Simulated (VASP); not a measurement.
# C (C2/m) in VASP: further runs

C is run at these levels: PBE+D3(BJ); tasks: single point.

Program: VASP 6.6.1. These are calculated values, not measurements. Logs are shortened: lines on timing, memory, paths and dates and some standing lists are left out, and cuts for length are marked.

**1. The cell of the first run**

The typed cell holds 4 atoms: a = 4.355 Å, b = 2.514 Å, c = 3.634 Å, α = 90.00°, β = 113.47°, γ = 90.00°.

**2. Single point, PBE+D3(BJ) (biaxial strain in the a-b plane: +2.0 %)**

Input file INCAR:

```
SYSTEM = C
PREC     = Accurate       ! precision mode
ENCUT    = 520            ! plane-wave cutoff, eV
EDIFF    = 1E-7           ! SCF threshold, eV
ISMEAR   = 0              ! smearing method
SIGMA    = 0.02           ! smearing width, eV
LREAL    = .False.        ! projectors in reciprocal space
LASPH    = .True.         ! aspherical terms in the spheres
NELM     = 80             ! most SCF steps
ALGO     = Normal         ! electronic algorithm
ISIF     = 2              ! what is computed and relaxed
LWAVE    = .False.        ! write WAVECAR
LCHARG   = .True.         ! write CHGCAR
GGA      = PE             ! functional
IVDW     = 12             ! dispersion correction
LELF     = .True.         ! ELF
LVHAR    = .True.       
NBANDS   = 16             ! bands
```

Input file KPOINTS:

```
regular mesh
0
Gamma
  8 12 8
  0 0 0
```

Input file POSCAR:

```
C
1.0
    4.3547929682      0.0000000000      0.0000000000
    0.0000000000      2.5142218910      0.0000000000
   -1.4470548928      0.0000000000      3.3334582198
C
4
Direct
    0.8333715330      0.0000000000      0.0001140593
    0.6666284670      0.5000000000      0.9998859407
    0.3333715330      0.5000000000      0.0001140593
    0.1666284670      0.0000000000      0.9998859407
```

Potentials or basis: VASP PAW PBE potentials, release 64 (C).

On the command line:

```sh
$ cat potpaw_PBE.64/C/POTCAR > POTCAR
$ mpirun -np 1 vasp_std > vasp.out
```

OUTCAR:

```text
SYSTEM = C
   PREC = Accurate
   ENCUT = 520
   EDIFF = 1E-7
   ISMEAR = 0
   LREAL = .False.
   LASPH = .True.
   NELM = 80
   ISIF = 2
   GGA = PE
   IVDW = 12
 IVDW          = 12

 ion  position               nearest neighbor table
   1  0.833  0.000  0.000-   2 1.45   2 1.45   4 1.45
   2  0.667  0.500  1.000-   1 1.45   1 1.45   3 1.45
   3  0.333  0.500  0.000-   4 1.45   4 1.45   2 1.45
   4  0.167  0.000  1.000-   3 1.45   3 1.45   1 1.45

  LATTYP: Found a simple monoclinic cell.
 ALAT       =     3.6339938863
 B/A-ratio  =     0.6918618935
 C/A-ratio  =     1.1983490078
 COS(beta)  =    -0.3981995947

  Lattice vectors:

 A1 = (  -1.4470548928,   0.0000000000,   3.3334582198)
 A2 = (   0.0000000000,  -2.5142218910,   0.0000000000)
 A3 = (   4.3547929682,   0.0000000000,   0.0000000000)

Analysis of symmetry for initial positions (statically):
=====================================================================
 Subroutine PRICEL returns following result:

  LATTYP: Found a base centered monoclinic cell.
 ALAT       =     4.3547929682
 B/A-ratio  =     0.5773459058
 C/A-ratio  =     0.8344814353
 COS(beta)  =    -0.3981995947

  Lattice vectors:

 A1 = (   2.1773964841,  -1.2571109455,   0.0000000000)
 A2 = (   2.1773964841,   1.2571109455,   0.0000000000)
 A3 = (  -1.4470548928,   0.0000000000,   3.3334582198)

   2 primitive cells build up your supercell.

 Routine SETGRP: Setting up the symmetry group for a
 simple monoclinic supercell.

 Subroutine GETGRP returns: Found  4 space group operations
 (whereof  4 operations were pure point group operations)
 out of a pool of  4 trial point group operations.

The static configuration has the point symmetry C_2h.

Analysis of symmetry for dynamics (positions and initial velocities):
=====================================================================
 Subroutine PRICEL returns following result:

  LATTYP: Found a base centered monoclinic cell.
 ALAT       =     4.3547929682
 B/A-ratio  =     0.5773459058
 C/A-ratio  =     0.8344814353
 COS(beta)  =    -0.3981995947

  Lattice vectors:

 A1 = (   2.1773964841,  -1.2571109455,   0.0000000000)
 A2 = (   2.1773964841,   1.2571109455,   0.0000000000)
 A3 = (  -1.4470548928,   0.0000000000,   3.3334582198)

   2 primitive cells build up your supercell.

 Routine SETGRP: Setting up the symmetry group for a
 simple monoclinic supercell.

 Subroutine GETGRP returns: Found  4 space group operations
 (whereof  4 operations were pure point group operations)
 out of a pool of  4 trial point group operations.

The dynamic configuration has the point symmetry C_2h.

 Subroutine INISYM returns: Found  4 space group operations
 (whereof  4 operations are pure point group operations),
 and found     2 'primitive' translations

----------------------------------------------------------------------------------------

                                     Primitive cell

  volume of cell :      18.2489

  direct lattice vectors                    reciprocal lattice vectors
     2.177396484 -1.257110945  0.000000000     0.229632042 -0.397737369  0.099683316
     2.177396484  1.257110946  0.000000000     0.229632042  0.397737369  0.099683316
    -1.447054893  0.000000000  3.333458220     0.000000000  0.000000000  0.299988761

  length of vectors
     2.514236142  2.514236142  3.633993886     0.469960267  0.469960267  0.299988761

  position of ions in fractional coordinates (direct lattice)
     0.833371533  0.833371533  0.000114059
     0.166628467  0.166628467  0.999885941

  ion indices of the primitive-cell ions
   primitive index   ion index
                 1           1
                 2           4

----------------------------------------------------------------------------------------

 KPOINTS: regular mesh

Automatic generation of k-mesh.
 Grid dimensions read from file:
 generate k-points for:    8   12    8

 Generating k-lattice:

  Cartesian coordinates                     Fractional coordinates (reciprocal lattice)
     0.028704005  0.000000000  0.012460415     0.125000000  0.000000000  0.000000000
     0.000000000  0.033144781  0.000000000     0.000000000  0.083333333  0.000000000
     0.000000000  0.000000000  0.037498595     0.000000000  0.000000000  0.125000000

  Length of vectors
     0.031291881  0.033144781  0.037498595

  Shift w.r.t. Gamma in fractional coordinates (k-lattice)
     0.000000000  0.000000000  0.000000000

 Subroutine IBZKPT returns following result:
 ===========================================

 Found    238 irreducible k-points:

 Following reciprocal coordinates:
            Coordinates               Weight
  0.000000  0.000000  0.000000      1.000000
  0.125000  0.000000  0.000000      2.000000
  0.250000  0.000000  0.000000      2.000000
  0.375000  0.000000  0.000000      2.000000
  0.500000  0.000000  0.000000      1.000000
  0.000000  0.083333  0.000000      2.000000
[... 16 lines left out ...]
  0.250000  0.333333  0.000000      4.000000
  0.375000  0.333333  0.000000      4.000000
 [... further k-points ...]
   k-points           NKPTS =    238   k-points in BZ     NKDIM =    238   number of bands    NBANDS=     16
   number of dos      NEDOS =    301   number of ions     NIONS =      4
   total plane-waves  NPLWV =  17920
   dimension x,y,z NGX =    32 NGY =   20 NGZ =   28
   dimension x,y,z NGXF=    64 NGYF=   40 NGZF=   56
   ions per type =               4
   NGX,Y,Z   is equivalent  to a cutoff of  12.22, 13.22, 12.81 a.u.
   NGXF,Y,Z  is equivalent  to a cutoff of  24.43, 26.45, 25.62 a.u.
 SYSTEM =  C
   PREC   = accura    normal or accurate (medium, high low for compatibility)
   ISTART =      0    job   : 0-new  1-cont  2-samecut
   ICHARG =      2    charge: 1-file 2-atom 10-const
   ISPIN  =      1    spin polarized calculation?
   LNONCOLLINEAR =      F non collinear calculations
   LSORBIT =      F    spin-orbit coupling
   LASPH  =      T    aspherical Exc in radial PAW
   ENCUT  =  520.0 eV  38.22 Ry    6.18 a.u.   8.10  4.67  6.76*2*pi/ulx,y,z
   NELM   =     80;   NELMIN=  2; NELMDL= -5     # of ELM steps
   EDIFF  = 0.1E-06   stopping-criterion for ELM
   LREAL  =      F    real-space projection
   EDIFFG = 0.1E-05   stopping-criterion for IOM
   NSW    =      0    number of steps for IOM
   IBRION =     -1    ionic relax: 0-MD 1-quasi-New 2-CG
   NFREE  =      0    steps in history (QN), initial steepest desc. (CG)
   ISIF   =      2    stress and relaxation
   ISYM   =      2    0-nonsym 1-usesym 2-fastsym
   POTIM  = 0.5000    time-step for ionic-motion
   TEBEG  =    0.0;   TEEND  =   0.0 temperature during run
   PSTRESS=    0.0 pullay stress
   NELECT =      16.0000    total number of electrons
   NUPDOWN=      -1.0000    fix difference up-down
   EMIN   =  10.00;   EMAX   =-10.00  energy-range for DOS
   EFERMI =   0.00;   METHOD = LEGACY
   ISMEAR =     0;   SIGMA  =   0.02  broadening in eV -4-tet -1-fermi 0-gaus
   EFERMI_NEDOS =   21; number of points for ismear=-14 and -15
   IALGO  =     38    algorithm
   IMIX   =      4    mixing-type and parameters
     AMIX     =   0.40;   BMIX     =  1.00
     AMIX_MAG =   1.60;   BMIX_MAG =  1.00
  volume/ion in A,a.u.               =       9.12        61.57
  Fermi-wavevector in a.u.,A,eV,Ry     =   1.243635  2.350129 21.043137  1.546627
  Thomas-Fermi vector in A             =   2.377937
   LORBIT       =      0    0 simple, 1 ext, 2 COOP (PROOUT), +10 PAW based schemes
   GGA     = PE    functional components
   LHFCALC =     F    Hartree Fock is set to
   AEXX    =    0.0000 exact exchange contribution
   IVDW    =    12    specifies the selected vdW correction
   LEPSILON=     F    determine dielectric tensor
   LRPA    =     F    only Hartree local field effects (RPA)
 non-spin polarized calculation
 Gauss-broadening in eV      SIGMA  =   0.02
  energy-cutoff  :      520.00
  volume of cell :       36.50
 maximum number of plane-waves:      1007
   NGX = 17   NGY =  9   NGZ = 13

 number of electron      16.0000001 magnetization

 Free energy of the ion-electron system (eV)
  ---------------------------------------------------
  ext. energy  EPLUGINS =         0.00000000
  ---------------------------------------------------
  free energy    TOTEN  =       -36.74625914 eV

  energy without entropy =      -36.74625914  energy(sigma->0) =      -36.74625914

 E-fermi :   4.2220     XC(G=0): -10.2472

 val. band max:        4.0414091815   @ k =   0.0000   0.3333   0.0000
 cond. band min:       4.7322000045   @ k =   0.0000   0.3333   0.3750
 fundamental gap:      0.6907908230
 Fermi energy:         4.2219738484

 k-point     1 :       0.0000    0.0000    0.0000
  band No.  band energies     occupation
      1     -14.8105      2.00000
      2      -9.6046      2.00000
      3      -8.4170      2.00000
      4      -1.8744      2.00000
      5      -1.7118      2.00000
      6       1.3669      2.00000
[... 8 lines left out ...]
     15      15.7199      0.00000
     16      17.4350      0.00000

 k-point     2 :       0.1250    0.0000    0.0000
  band No.  band energies     occupation
      1     -14.7153      2.00000
      2     -10.4258      2.00000
      3      -7.4726      2.00000
      4      -1.7860      2.00000
      5      -1.6554      2.00000
      6       1.0038      2.00000
[... 8 lines left out ...]
     15      15.9005      0.00000
     16      16.6117      0.00000

 k-point     3 :       0.2500    0.0000    0.0000
  band No.  band energies     occupation
      1     -14.4309      2.00000
      2     -11.5161      2.00000
      3      -6.0180      2.00000
      4      -1.5251      2.00000
      5      -1.4801      2.00000
      6       0.0295      2.00000
[... 8 lines left out ...]
     15      15.0779      0.00000
     16      16.5075      0.00000
[... 362 lines left out ...]
 k-point    23 :       0.2500    0.3333    0.0000
  band No.  band energies     occupation
      1     -12.5447      2.00000
      2      -9.7988      2.00000
      3      -7.1340      2.00000
      4      -4.5116      2.00000
      5      -4.1551      2.00000
      6      -1.1853      2.00000
[... 8 lines left out ...]
     15      17.1703      0.00000
     16      18.4864      0.00000

 k-point    24 :       0.3750    0.3333    0.0000
  band No.  band energies     occupation
      1     -12.0917      2.00000
      2     -10.6959      2.00000
      3      -6.6642      2.00000
      4      -5.3299      2.00000
      5      -2.9845      2.00000
      6      -1.3123      2.00000
[... 8 lines left out ...]
     15      17.5794      0.00000
     16      19.1532      0.00000

 [... further k-points ...]

------------------------ aborting loop because EDIFF is reached ----------------------------------------

 Edisp (eV)   -0.62146

 E8    (eV) :    -0.1763

  FORCE on cell =-STRESS in cart. coord.  units (eV):
  Direction    XX          YY          ZZ          XY          YZ          ZX
  --------------------------------------------------------------------------------------
  -------------------------------------------------------------------------------------
  Total      -5.26042    -5.25858     0.07922     0.00000     0.00000    -0.00263
  in kB    -230.92178  -230.84098     3.47742     0.00000     0.00000    -0.11564
  external pressure =     -152.76 kB  Pullay stress =        0.00 kB

 VOLUME and BASIS-vectors are now :
 -----------------------------------------------------------------------------
  energy-cutoff  :      520.00
  volume of cell :       36.50
      direct lattice vectors                 reciprocal lattice vectors
     4.354792968  0.000000000  0.000000000     0.229632042  0.000000000  0.099683316
     0.000000000  2.514221891  0.000000000     0.000000000  0.397737369  0.000000000
    -1.447054893  0.000000000  3.333458220     0.000000000  0.000000000  0.299988761

 POSITION                                       TOTAL-FORCE (eV/Angst)
 -----------------------------------------------------------------------------------
      3.62900      0.00000      0.00038         0.000852      0.000000      0.014332
      1.45614      1.25711      3.33308        -0.000852      0.000000     -0.014332
      1.45160      1.25711      0.00038         0.000852     -0.000000      0.014332
     -0.72126      0.00000      3.33308        -0.000852      0.000000     -0.014332
 -----------------------------------------------------------------------------------
    total drift:                               -0.000000     -0.000000      0.000000

  FREE ENERGIE OF THE ION-ELECTRON SYSTEM (eV)
  ---------------------------------------------------
  free  energy   TOTEN  =       -37.3677209752 eV

  energy  without entropy=      -37.3677209752  energy(sigma->0) =      -37.36772098
```

Run time: 2.4 min. Hardware: 1 thread of Intel Xeon 8259CL, shared host; peak memory 0.23 GiB.

Results:

- Free energy: -37.3677 eV
- Pressure: -15.3 GPa
- Largest force: 0.014 eV/Å
- Dispersion energy per atom: -0.155 eV

Forces in eV/Å, atoms in the order of the input:
```
C    0.001  0.000  0.014
C   -0.001  0.000 -0.014
C    0.001  0.000  0.014
C   -0.001  0.000 -0.014
```

Caveat: the cell differs from its parent crystal (biaxial strain in the a-b plane: +2.0 %); the stress differs along the axes, from -23 to 0 GPa.

**3. Single point, PBE+D3(BJ) (biaxial strain in the a-b plane: +2.0 %, then relaxed in part)**

Input file INCAR:

```
SYSTEM = C
  PREC = Accurate
  ENCUT = 520
  EDIFF = 1E-7
  ISMEAR = 0
  SIGMA = 0.02
  LREAL = .FALSE.
  LASPH = .TRUE.
  NELM = 100
  ALGO = Normal
  ISIF = 2
  LWAVE = .FALSE.
  LCHARG = .FALSE.
  GGA = PE
  IVDW = 12
  NBANDS = 16
```

Input file KPOINTS:

```
Automatic mesh
0
G
  8 12 8
  0 0 0
```

Input file POSCAR:

```
C
1.0
    4.3547911974      0.0000000000     -0.0039272554
    0.0000000000      2.5142218910      0.0000000000
   -1.4500604959      0.0000000000      3.3726085169
C
4
Direct
    0.8334064369      0.0000000000      0.0002197532
    0.6665935631      0.5000000000      0.9997802468
    0.3334064369      0.5000000000      0.0002197532
    0.1665935631      0.0000000000      0.9997802468
```

Potentials or basis: VASP PAW PBE potentials, release 64 (C).

On the command line:

```sh
$ cat potpaw_PBE.64/C/POTCAR > POTCAR
$ mpirun -np 1 vasp_std > vasp.out
```

It took 2.3 min on 1 thread of Intel Xeon 8259CL, shared host; peak memory 0.23 GiB.

It converged, with:

- Free energy: -37.3683 eV
- Pressure: -15.2 GPa
- Dispersion energy per atom: -0.153 eV

Stress tensor (GPa, compression positive):
```
-22.78   0.00   0.02
  0.00 -22.78   0.00
  0.02   0.00  -0.06
```

Caveat: the cell differs from its parent crystal (biaxial strain in the a-b plane: +2.0 %, then relaxed in part); the stress differs along the axes, from -23 to -0 GPa.

**4. Single point, PBE+D3(BJ)**

This run uses another cell than the first one: it holds 36 atoms, not 4.

Input file INCAR:

```
SYSTEM = C
PREC = Accurate
ENCUT = 520
EDIFF = 1E-6
ISMEAR = 0
SIGMA = 0.01
LREAL = Auto
LASPH = .TRUE.
NELM = 80
ALGO = Normal
ISIF = 2
LWAVE = .FALSE.
LCHARG = .FALSE.
GGA = PE
IVDW = 12
NBANDS = 96
```

Input file KPOINTS:

```
regular mesh
0
G
  3 3 3
  0 0 0
```

Input file POSCAR:

```
C
1.0
    0.0000000000      7.3947702679      0.0000000000
    6.4040254750      3.6973851339     -0.0323746821
    0.6685385148      3.6973851339     -6.7513570695
C
36
Direct
    0.3889141755      0.7222286788      0.4999429703
    0.3889141755      0.0555620121      0.4999429703
    0.3889141755      0.3888953454      0.4999429703
    0.0555808421      0.7222286788      0.4999429703
    0.3889141755      0.5555620121      0.9999429703
    0.0555808421      0.0555620121      0.4999429703
    0.3889141755      0.8888953454      0.9999429703
    0.0555808421      0.3888953454      0.4999429703
    0.3889141755      0.2222286788      0.9999429703
    0.7222475088      0.7222286788      0.4999429703
    0.0555808421      0.5555620121      0.9999429703
    0.7222475088      0.0555620121      0.4999429703
    0.0555808421      0.8888953454      0.9999429703
    0.7222475088      0.3888953454      0.4999429703
    0.0555808421      0.2222286788      0.9999429703
    0.7222475088      0.5555620121      0.9999429703
    0.7222475088      0.8888953454      0.9999429703
    0.7222475088      0.2222286788      0.9999429703
    0.9444191579      0.1111046546      0.0000570297
    0.9444191579      0.4444379879      0.0000570297
    0.9444191579      0.7777713212      0.0000570297
    0.6110858245      0.1111046546      0.0000570297
    0.9444191579      0.9444379879      0.5000570297
    0.6110858245      0.4444379879      0.0000570297
    0.9444191579      0.2777713212      0.5000570297
    0.6110858245      0.7777713212      0.0000570297
    0.9444191579      0.6111046546      0.5000570297
    0.2777524912      0.1111046546      0.0000570297
    0.6110858245      0.9444379879      0.5000570297
    0.2777524912      0.4444379879      0.0000570297
    0.6110858245      0.2777713212      0.5000570297
    0.2777524912      0.7777713212      0.0000570297
    0.6110858245      0.6111046546      0.5000570297
    0.2777524912      0.9444379879      0.5000570297
    0.2777524912      0.2777713212      0.5000570297
    0.2777524912      0.6111046546      0.5000570297
```

On the command line:

```sh
$ cat potpaw_PBE.64/C/POTCAR > POTCAR
$ mpirun -np 1 vasp_std > vasp.out
```

Run time: 9.3 min. Hardware: 1 thread of Oxide Virtual Turin-like, shared host; peak memory 0.5 GiB.

The run converged. Its results:

- Free energy: -337.1656 eV
- Pressure: 0.4 GPa
- Largest force: 0.025 eV/Å
- Dispersion energy per atom: -0.155 eV

Forces in eV/Å, atoms in the order of the input:
```
C    0.000  0.000  0.025
C    0.000  0.000  0.025
C    0.000  0.000  0.025
C    0.000  0.000  0.025
C    0.000  0.000  0.025
C    0.000  0.000  0.025
C    0.000  0.000  0.025
C    0.000  0.000  0.025
C    0.000  0.000  0.025
C    0.000  0.000  0.025
C    0.000  0.000  0.025
C    0.000  0.000  0.025
C    0.000  0.000  0.025
C    0.000  0.000  0.025
C    0.000  0.000  0.025
C    0.000  0.000  0.025
C    0.000  0.000  0.025
C    0.000  0.000  0.025
C    0.000  0.000 -0.025
C    0.000  0.000 -0.025
C    0.000  0.000 -0.025
C    0.000  0.000 -0.025
C    0.000  0.000 -0.025
C    0.000  0.000 -0.025
C    0.000  0.000 -0.025
C    0.000  0.000 -0.025
C    0.000  0.000 -0.025
C    0.000  0.000 -0.025
C    0.000  0.000 -0.025
C    0.000  0.000 -0.025
C    0.000  0.000 -0.025
C    0.000  0.000 -0.025
C    0.000  0.000 -0.025
C    0.000  0.000 -0.025
C    0.000  0.000 -0.025
C    0.000  0.000 -0.025
```

Stress tensor (GPa, compression positive):
```
 0.88  0.00 -0.02
 0.00  0.90  0.00
-0.02  0.00 -0.58
```

**5. The runs side by side**

```tsv
cell	k mesh	smearing	pressure (GPa)	largest force (eV/Å)
a = 4.355, b = 2.514, c = 3.634 Å, angles 90.0, 113.5, 90.0°, 4 atoms, atomic positions A	8 × 12 × 8	gaussian 0.02 eV	-15.3	0.01
a = 4.355, b = 2.514, c = 3.671 Å, angles 90.0, 113.3, 90.0°, 4 atoms, atomic positions B	8 × 12 × 8	gaussian 0.02 eV	-15.2	-
a = 7.395, b = 7.395, c = 7.726 Å, angles 71.5, 61.4, 60.0°, 36 atoms, atomic positions C	3 × 3 × 3	gaussian 0.01 eV	0.4	0.02
```

Alike in all rows: task single point; level PBE+D3(BJ); potentials or basis VASP PAW PBE potentials, release 64 (C); no spin polarisation; cutoff (eV) 520.

Caveats: the stress differs along the axes, from -23 to 0 GPa (at least some runs); the stress differs along the axes, from -23 to -0 GPa (at least some runs).

Absolute energies hang on the potentials; compare differences alone.
